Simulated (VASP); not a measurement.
Here is a VASP 6.6.1 calculation.

Contents of INCAR:

```
SYSTEM = C
  ALGO = Normal
  EDIFF = 1E-6
  ENCUT = 520
  GGA = PS
  ISIF = 2
  ISMEAR = 0
  LASPH = .True.
  LCHARG = .False.
  LREAL = .False.
  LWAVE = .False.
  NBANDS = 11
  NELM = 80
  PREC = Accurate
  SIGMA = 0.05
```

KPOINTS

```
k-points
0
Gamma
  12 12 12
  0 0 0
```

Contents of POSCAR:

```
C
1.0
    0.0000000000      1.6347522448      1.6347522448
    1.6347522448      0.0000000000      1.6347522448
    1.6347522448      1.6347522448      0.0000000000
C
2
Direct
    0.5000000000      0.5000000000      0.5000000000
    0.7500000000      0.7500000000      0.7500000000
```

Potentials or basis: VASP PAW PBE potentials, release 64 (C).

Launch:

```sh
$ cat potpaw_PBE.64/C/POTCAR > POTCAR
$ mpirun -np 1 vasp_std > vasp.out
```

Question: Predict the pressure.

Answer: 178.8 GPa.

Question: Estimate the band gap on the k mesh.

Answer: 4.67 eV, indirect (least direct gap 6.26 eV).

Caveat: the cell differs from its parent crystal (strain -0.080 along x and y, -0.080 along z); the PAW data sets were made with another functional, which shifts forces and pressure a little. A k mesh can miss the band edges.
